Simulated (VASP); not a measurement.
# Mn (P6_3/mmc) in VASP: notebook, part 2 of 2

VASP 6.6.1. Earlier steps stand in the parts before.

### Step 4. Single point, PBEsol, collinear spin, antiferromagnetic start (11.56 Å³/atom)

This run uses another cell than the first one, of 11.56 Å³/atom.

Contents of INCAR:

```
SYSTEM = Mn
PREC = Accurate
ENCUT = 500
EDIFF = 1E-6
ISMEAR = -1
SIGMA = 0.05
LREAL = .FALSE.
LASPH = .TRUE.
NELM = 200
ALGO = Normal
ISIF = 2
LWAVE = .FALSE.
LCHARG = .FALSE.
ISPIN = 2
MAGMOM = 3 -3
LORBIT = 11
LMAXMIX = 4
GGA = PS
NBANDS = 24
GGA_COMPAT = .FALSE.
```

Contents of KPOINTS:

```
Automatic mesh
0
G
  17 17 9
  0 0 0
```

Contents of POSCAR:

```
Mn
1.0
    2.5458509194      0.0000000000      0.0000000000
   -1.2729254597      2.2047715704      0.0000000000
    0.0000000000      0.0000000000      4.1179003771
Mn
2
Direct
    0.3333333333      0.6666666667      0.2500000000
    0.6666666667      0.3333333333      0.7500000000
```

Potentials or basis: VASP PAW PBE potentials, release 64 (Mn_pv).

Command:

```
> cat potpaw_PBE.64/Mn_pv/POTCAR > POTCAR
> mpirun -np 1 vasp_std > vasp.out
```

OUTCAR:

```text
SYSTEM = Mn
   PREC = Accurate
   ENCUT = 500
   EDIFF = 1E-6
   ISMEAR = -1
   LREAL = .FALSE.
   LASPH = .TRUE.
   NELM = 200
   ISIF = 2
   ISPIN = 2
   LORBIT = 11
   GGA = PS

 ion  position               nearest neighbor table
   1  0.333  0.667  0.250-   2 2.53   2 2.53   2 2.53   2 2.53   2 2.53   2 2.53
   2  0.667  0.333  0.750-   1 2.53   1 2.53   1 2.53   1 2.53   1 2.53   1 2.53

  LATTYP: Found a hexagonal cell.
 ALAT       =     2.5458509194
 C/A-ratio  =     1.6174947031

  Lattice vectors:

 A1 = (   2.5458509194,   0.0000000000,   0.0000000000)
 A2 = (  -1.2729254597,   2.2047715704,   0.0000000000)
 A3 = (   0.0000000000,   0.0000000000,   4.1179003771)

Analysis of symmetry for initial positions (statically):
=====================================================================
 Subroutine PRICEL returns:
 Original cell was already a primitive cell.

 Routine SETGRP: Setting up the symmetry group for a
 hexagonal supercell.

 Subroutine GETGRP returns: Found 24 space group operations
 (whereof 12 operations were pure point group operations)
 out of a pool of 24 trial point group operations.

The static configuration has the point symmetry D_3d.
 The point group associated with its full space group is D_6h.

Analysis of symmetry for dynamics (positions and initial velocities):
=====================================================================
 Subroutine PRICEL returns:
 Original cell was already a primitive cell.

 Routine SETGRP: Setting up the symmetry group for a
 hexagonal supercell.

 Subroutine GETGRP returns: Found 24 space group operations
 (whereof 12 operations were pure point group operations)
 out of a pool of 24 trial point group operations.

The dynamic configuration has the point symmetry D_3d.
 The point group associated with its full space group is D_6h.

Analysis of structural, dynamic, and magnetic symmetry:
=====================================================================
 Subroutine PRICEL returns:
 Original cell was already a primitive cell.

 Routine SETGRP: Setting up the symmetry group for a
 hexagonal supercell.

 Subroutine GETGRP returns: Found 24 space group operations
 (whereof 12 operations were pure point group operations)
 out of a pool of 24 trial point group operations.

The overall configuration has the point symmetry D_3d.
 The point group associated with its full space group is D_6h.

 Subroutine INISYM returns: Found 24 space group operations
 (whereof 12 operations are pure point group operations),
 and found     1 'primitive' translations

----------------------------------------------------------------------------------------

                                     Primitive cell

  volume of cell :      23.1139

  direct lattice vectors                    reciprocal lattice vectors
     2.545850919  0.000000000  0.000000000     0.392795977  0.226780863  0.000000000
    -1.272925460  2.204771570  0.000000000     0.000000000  0.453561726  0.000000000
     0.000000000  0.000000000  4.117900377     0.000000000  0.000000000  0.242842203

  length of vectors
     2.545850919  2.545850919  4.117900377     0.453561726  0.453561726  0.242842203

  position of ions in fractional coordinates (direct lattice)
[... 71 lines left out ...]
   ISTART =      0    job   : 0-new  1-cont  2-samecut
   ICHARG =      2    charge: 1-file 2-atom 10-const
   ISPIN  =      2    spin polarized calculation?
   LNONCOLLINEAR =      F non collinear calculations
   LSORBIT =      F    spin-orbit coupling
   LASPH  =      T    aspherical Exc in radial PAW
   ENCUT  =  500.0 eV  36.75 Ry    6.06 a.u.   4.64  4.64  7.51*2*pi/ulx,y,z
   NELM   =    200;   NELMIN=  2; NELMDL= -5     # of ELM steps
   EDIFF  = 0.1E-05   stopping-criterion for ELM
   LREAL  =      F    real-space projection
   EDIFFG = 0.1E-04   stopping-criterion for IOM
   NSW    =      0    number of steps for IOM
   IBRION =     -1    ionic relax: 0-MD 1-quasi-New 2-CG
   NFREE  =      0    steps in history (QN), initial steepest desc. (CG)
   ISIF   =      2    stress and relaxation
   ISYM   =      2    0-nonsym 1-usesym 2-fastsym
   POTIM  = 0.5000    time-step for ionic-motion
   TEBEG  =    0.0;   TEEND  =   0.0 temperature during run
   PSTRESS=    0.0 pullay stress
   NELECT =      26.0000    total number of electrons
   NUPDOWN=      -1.0000    fix difference up-down
   EMIN   =  10.00;   EMAX   =-10.00  energy-range for DOS
   EFERMI =   0.00;   METHOD = LEGACY
   ISMEAR =    -1;   SIGMA  =   0.05  broadening in eV -4-tet -1-fermi 0-gaus
   EFERMI_NEDOS =   21; number of points for ismear=-14 and -15
   IALGO  =     38    algorithm
   IMIX   =      4    mixing-type and parameters
     AMIX     =   0.40;   BMIX     =  1.00
     AMIX_MAG =   1.60;   BMIX_MAG =  1.00
  volume/ion in A,a.u.               =      11.56        77.99
  Fermi-wavevector in a.u.,A,eV,Ry     =   1.702584  3.217417 39.440451  2.898791
  Thomas-Fermi vector in A             =   2.782327
   LORBIT       =     11    0 simple, 1 ext, 2 COOP (PROOUT), +10 PAW based schemes
   GGA     = PS    functional components
   LHFCALC =     F    Hartree Fock is set to
   AEXX    =    0.0000 exact exchange contribution
   IVDW    =     0    specifies the selected vdW correction
   LEPSILON=     F    determine dielectric tensor
   LRPA    =     F    only Hartree local field effects (RPA)
 spin polarized calculation
  energy-cutoff  :      500.00
  volume of cell :       23.11
 maximum number of plane-waves:       600
 NGX is ok and might be reduce to    20
   NGX =  9   NGY =  9   NGZ = 15

 number of electron      25.9999984 magnetization      -0.0000000

 number of electron      25.9999984 magnetization       0.0000000

 Free energy of the ion-electron system (eV)
  ---------------------------------------------------
  ext. energy  EPLUGINS =         0.00000000
  ---------------------------------------------------
  free energy    TOTEN  =       -19.21298224 eV

  energy without entropy =      -19.19314990  energy(sigma->0) =      -19.20306607

 E-fermi :   9.2412     XC(G=0): -13.7384

 val. band max:        9.2214233714   @ k =   0.4118   0.1765   0.2222
 cond. band min:       9.2418818027   @ k =   0.0588   0.0588   0.0000
 fundamental gap:      0.0204584313
 Fermi energy:         9.2412443133

 spin component 1

 k-point     1 :       0.0000    0.0000    0.0000
  band No.  band energies     occupation
      1     -39.0140      1.00000
      2     -38.6097      1.00000
      3     -38.6097      1.00000
      4     -37.7739      1.00000
      5     -37.7240      1.00000
      6     -37.7240      1.00000
[... 637 lines left out ...]
     23      29.8850      0.00000
     24      31.1605      0.00000

 [... further k-points ...]

 spin component 2

 k-point     1 :       0.0000    0.0000    0.0000
  band No.  band energies     occupation
      1     -39.0140      1.00000
      2     -38.6097      1.00000
      3     -38.6097      1.00000
      4     -37.7739      1.00000
      5     -37.7240      1.00000
      6     -37.7240      1.00000
[... 637 lines left out ...]
     23      29.8850      0.00000
     24      31.1605      0.00000

 [... further k-points ...]

------------------------ aborting loop because EDIFF is reached ----------------------------------------

  FORCE on cell =-STRESS in cart. coord.  units (eV):
  Direction    XX          YY          ZZ          XY          YZ          ZX
  --------------------------------------------------------------------------------------
  -------------------------------------------------------------------------------------
  Total       -3.4855886     -3.4855886     -3.3267275      0.0000000      0.0000000      0.0000000
  in kB     -241.6096639   -241.6096639   -230.5979309      0.0000000      0.0000000      0.0000000
  external PRESSURE =    -237.9390862 kB  Pullay stress =       0.0000000 kB

 VOLUME and BASIS-vectors are now :
 -----------------------------------------------------------------------------
  energy-cutoff  :      500.00
  volume of cell :       23.11
      direct lattice vectors                 reciprocal lattice vectors
     2.545850919  0.000000000  0.000000000     0.392795977  0.226780863  0.000000000
    -1.272925460  2.204771570  0.000000000     0.000000000  0.453561726  0.000000000
     0.000000000  0.000000000  4.117900377     0.000000000  0.000000000  0.242842203

 POSITION                                       TOTAL-FORCE (eV/Angst)
 -----------------------------------------------------------------------------------
     -0.00000      1.46985      1.02948         0.000000     -0.000000      0.000000
      1.27293      0.73492      3.08843        -0.000000      0.000000      0.000000
 -----------------------------------------------------------------------------------
    total drift:                               -0.000000      0.000000     -0.000000

  FREE ENERGIE OF THE ION-ELECTRON SYSTEM (eV)
  ---------------------------------------------------
  free  energy   TOTEN  =       -19.2129822384 eV

  energy  without entropy=      -19.1931498974  energy(sigma->0) =      -19.20306607

 total charge

# of ion       s       p       d       tot
------------------------------------------
    1        0.402   6.356   5.098  11.856
    2        0.402   6.356   5.098  11.856
--------------------------------------------------
tot          0.804  12.713  10.196  23.713

 magnetization (x)

# of ion       s       p       d       tot
------------------------------------------
    1        0.006   0.014   0.882   0.902
    2       -0.006  -0.014  -0.882  -0.902
--------------------------------------------------
tot          0.000   0.000   0.000   0.000
```

OSZICAR:

```text
N       E                     dE             d eps       ncg     rms          rms(c)
DAV:   1     0.242728035227E+03    0.24273E+03   -0.14649E+04 16200   0.147E+03
DAV:   2    -0.120869804214E+02   -0.25482E+03   -0.24384E+03 16128   0.393E+02
DAV:   3    -0.218327254068E+02   -0.97457E+01   -0.96999E+01 17888   0.884E+01
DAV:   4    -0.219143098629E+02   -0.81584E-01   -0.81580E-01 17472   0.794E+00
DAV:   5    -0.219156020096E+02   -0.12921E-02   -0.12921E-02 18168   0.100E+00    0.218E+01
DAV:   6    -0.191367613482E+02    0.27788E+01   -0.11014E+01 16008   0.443E+01    0.794E+00
DAV:   7    -0.192101657510E+02   -0.73404E-01   -0.68497E-01 17472   0.914E+00    0.355E+00
DAV:   8    -0.192109662735E+02   -0.80052E-03   -0.21381E-02 17536   0.120E+00    0.110E+00
DAV:   9    -0.192088099249E+02    0.21563E-02   -0.44159E-02 22976   0.131E+00    0.576E-01
DAV:  10    -0.192118123418E+02   -0.30024E-02   -0.37364E-02 19064   0.101E+00    0.304E-01
DAV:  11    -0.192125105183E+02   -0.69818E-03   -0.40805E-03 19304   0.351E-01    0.164E-01
DAV:  12    -0.192129107198E+02   -0.40020E-03   -0.73512E-03 20120   0.462E-01    0.494E-02
DAV:  13    -0.192129636239E+02   -0.52904E-04   -0.44909E-04 17272   0.120E-01    0.267E-02
DAV:  14    -0.192129693209E+02   -0.56971E-05   -0.32313E-05 18040   0.298E-02    0.232E-02
DAV:  15    -0.192129818216E+02   -0.12501E-04   -0.25182E-04 17024   0.819E-02    0.144E-02
DAV:  16    -0.192129822384E+02   -0.41681E-06   -0.82848E-06 17144   0.181E-02
   1 F= -.19212982E+02 E0= -.19203066E+02  d E =-.198323E-01  mag=     0.0000
```

Wall time 100 s (1 thread of Oxide Virtual Turin-like, shared host); peak memory 0.19 GiB.

Results:

```yaml
Free_energy: -19.2130 eV
Pressure: -23.8 GPa
Band_gap_on_the_k_mesh: zero (filled and empty bands overlap)
Net_moment: 0.00 μB per cell
Site_moments: Mn +0.90, -0.90 μB
Valence_electrons_inside_the_program's_atomic_spheres: Mn 11.86
```

Levels at points of the mesh, in eV from the Fermi level:
Spin up:
```tsv
k point	band 10	band 11	band 12	band 13	band 14	band 15	band 16	band 17
(0.00, 0.00, 0.00)	-1.03	-0.81	-0.20	-0.20	-0.08	-0.08	0.62	1.69
```
Spin down:
| k point | band 11 | band 12 | band 13 | band 14 | band 15 | band 16 |
| --- | --- | --- | --- | --- | --- | --- |
| (0.00, 0.00, 0.00) | -0.81 | -0.20 | -0.20 | -0.08 | -0.08 | 0.62 |

Caveat: the cell stands under tension; the antiferromagnetic order is the one typed at the start, and another may lie lower; the PAW data sets were made with another functional, which shifts forces and pressure a little.

### Step 5. Relaxation of cell and atoms, PBEsol, collinear spin, antiferromagnetic start

This run uses another cell than the first one, of 11.75 Å³/atom.

Contents of INCAR:

```
  ALGO = Normal
  EDIFF = 1E-7
  EDIFFG = -0.01
  ENCUT = 500
  GGA = PS
  GGA_COMPAT = False
  IBRION = 2
  ISIF = 3
  ISMEAR = -1
  ISPIN = 2
  LASPH = True
  LCHARG = False
  LMAXMIX = 4
  LORBIT = 11
  LREAL = False
  LWAVE = False
  MAGMOM = 3 -3
  NELM = 200
  NELMIN = 4
  NSW = 80
  PREC = Accurate
  SIGMA = 0.05
```

Contents of KPOINTS:

```
k-points
0
Gamma
  14 14 8
```

Contents of POSCAR:

```
Mn
1.0
    2.5517868831      0.0000000000      0.0000000000
   -1.2758934415      2.2099122658      0.0000000000
    0.0000000000      0.0000000000      4.1670679801
Mn
2
Direct
    0.3333333333      0.6666666667      0.2500000000
    0.6666666667      0.3333333333      0.7500000000
```

Command:

```
> cat potpaw_PBE.64/Mn_pv/POTCAR > POTCAR
> mpirun -np 1 vasp_std > vasp.out
```

Run time: 6 min. Hardware: 1 thread of Oxide Virtual Turin-like, shared host; peak memory 0.17 GiB.

It converged, with:

| Item | Value |
| --- | --- |
| Free energy | -19.4286 eV |
| Relaxed volume | 10.32 Å³/atom |
| Relaxed cell | a = 2.452 Å, b = 2.452 Å, c = 3.964 Å, α = 90.00°, β = 90.00°, γ = 120.00° |
| Space group after relaxing (to 0.1 Å) | P6_3/mmc (No. 194) |
| Energy gained by relaxing | 137.4 meV/atom |
| Ionic steps | 9 |
| Pressure after relaxing | 0.0 GPa |
| Band gap on the k mesh | zero (filled and empty bands overlap) |
| Net moment | 0.00 μB per cell |
| Valence electrons inside the program's atomic spheres | Mn 12.08 |

Step by step:
| step | energy change (eV) | largest force (eV/Å) | pressure (GPa) | volume (Å³) |
| --- | --- | --- | --- | --- |
| 1 | 0.0000 | 0.0000 | -25.40 | 23.50 |
| 2 | 0.2509 | 0.0000 | 66.17 | 17.72 |
| 3 | -0.2733 | 0.0000 | -1.53 | 20.74 |
| 4 | -0.2738 | 0.0000 | -0.28 | 20.66 |
| 5 | -0.2737 | 0.0000 | 0.54 | 20.60 |
| 6 | -0.2748 | 0.0000 | 0.67 | 20.59 |
| 7 | -0.2748 | 0.0000 | 0.67 | 20.59 |
| 8 | -0.2747 | 0.0000 | -1.01 | 20.70 |
| 9 | -0.2749 | 0.0000 | -0.01 | 20.64 |

Final structure:
```xyz
2
Lattice="2.4517 0.0000 0.0000 -1.2259 2.1232 0.0000 0.0000 0.0000 3.9642" Properties=species:S:1:pos:R:3 pbc="T T T"
Mn    0.0000    1.4155    0.9911
Mn    1.2259    0.7077    2.9732
```

Levels at points of the mesh, in eV from the Fermi level:
Spin up:
```tsv
k point	band 9	band 10	band 11	band 12	band 13	band 14	band 15	band 16	band 17
(0.00, 0.00, 0.00)	-1.01	-1.00	-1.00	-0.50	-0.50	0.05	0.05	0.81	1.71
(0.50, 0.00, 0.00)	-3.89	-1.37	-1.23	-0.97	-0.42	1.94	2.10	2.17	3.80
(0.00, 0.00, 0.50)	-1.60	-1.60	-1.09	-1.09	-1.09	-1.09	1.27	1.27	1.27
(0.50, 0.00, 0.50)	-2.79	-2.79	0.20	0.20	0.92	0.92	2.08	2.08	3.35
```
Spin down:
| k point | band 10 | band 11 | band 12 | band 13 | band 14 | band 15 | band 16 | band 17 |
| --- | --- | --- | --- | --- | --- | --- | --- | --- |
| (0.00, 0.00, 0.00) | -1.00 | -1.00 | -0.50 | -0.50 | 0.05 | 0.05 | 0.81 | 1.71 |
| (0.50, 0.00, 0.00) | -1.37 | -1.23 | -0.97 | -0.42 | 1.94 | 2.10 | 2.17 | 3.80 |
| (0.00, 0.00, 0.50) | -1.60 | -1.09 | -1.09 | -1.09 | -1.09 | 1.27 | 1.27 | 1.27 |
| (0.50, 0.00, 0.50) | -2.79 | 0.20 | 0.20 | 0.92 | 0.92 | 2.08 | 2.08 | 3.35 |

Caveat: the moments typed at the start vanished in this run; the PAW data sets were made with another functional, which shifts forces and pressure a little.

The gap in the log of VASP goes by the Fermi energy; the results here count the filled bands.